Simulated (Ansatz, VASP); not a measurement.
## N in VASP and in Ansatz

```
CELL_PARAMETERS angstrom
14.00000 0.00000 0.00000
0.00000 14.40000 0.00000
0.00000 0.00000 14.80000
ATOMIC_POSITIONS crystal
N 0.50000 0.50000 0.50000
```

Alike in both runs: task single point; functional HSE06; k mesh 1 × 1 × 1; occupations fermi-dirac, width 0.01 eV; collinear spin.

```csv
,VASP,Ansatz
version,VASP 6.6.1,Ansatz 0.2.0
potentials or method,"VASP PAW PBE potentials, release 64 (N), cutoff 520 eV","plane waves (420 eV) with PAW, scalar-relativistic"
valence electrons in the cell,5,5
```

|  | VASP | Ansatz | Ansatz less VASP |
| --- | --- | --- | --- |
| gap on the k mesh at the Fermi level (eV) | 7.05 | 7.05 | -0.005 |
| net moment per atom (μB) | 3.00 | 3.00 | 0.000 |
| size of the moment on the site where the two differ most (μB) | 1.96 | 3.00 | +1.041 |

Site moments also hang on the region over which each program counts them. Ansatz's warnings: stability check not made.
